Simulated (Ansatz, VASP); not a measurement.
# CaSe: VASP beside Ansatz

```
CELL_PARAMETERS angstrom
0.00000 2.98024 2.98024
2.98024 0.00000 2.98024
2.98024 2.98024 0.00000
ATOMIC_POSITIONS crystal
Ca 0.50000 0.50000 0.50000
Se 0.00000 0.00000 0.00000
```

Alike in both runs: functional PBE; k mesh 6 × 6 × 6; occupations gaussian, width 0.1 eV; no spin polarisation.

Ansatz relaxed the structure, and its values are those at the end. VASP's run is a single point on that final structure, the one shown.

|  | VASP | Ansatz |
| --- | --- | --- |
| version | VASP 6.6.1 | Ansatz 0.2.0 |
| potentials or method | VASP PAW PBE potentials, release 64 (Ca_sv, Se), cutoff 520 eV | scalar-relativistic, plane waves, PAW |
| valence electrons in the cell | 16 | 26 |

|  | VASP | Ansatz | Ansatz less VASP |
| --- | --- | --- | --- |
| gap on the k mesh at the Fermi level (eV) | 2.08 | 2.08 | +0.009 |
| least direct gap on the mesh (eV) | 2.99 | 3.00 | +0.008 |
| pressure (GPa) | 0.1 | 0.0 | -0.16 |

VASP's potentials hold 16 valence electrons a cell and Ansatz's 26, so a difference there can come from the potentials and not from the codes.
